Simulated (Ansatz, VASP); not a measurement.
## RbZn in VASP and in Ansatz

```
Rb Zn
1.0
     4.35509    0.00000    0.00000
     0.00000    4.35509    0.00000
     0.00000    0.00000    4.35509
Rb Zn
1 1
Cartesian
  0.0000 0.0000 0.0000
  2.1775 2.1775 2.1775
```

Alike in both runs: task electric field gradients; functional r2SCAN; k mesh 9 × 9 × 9; occupations fermi-dirac, width 0.05 eV; no spin polarisation.

```csv
,VASP,Ansatz
version,VASP 6.6.1,Ansatz 0.2.0
potentials or method,"VASP PAW PBE potentials, release 64 (Rb_sv, Zn)","PAW with Ansatz's default frozen-core files, scalar-relativistic"
plane-wave cutoff (eV),520,500
valence electrons in the cell,21,21
```

```tsv
	VASP	Ansatz	Ansatz less VASP
pressure (GPa)	0.0	0.0	-0.02
```

VASP's potentials were made for PBE, not for r2SCAN.
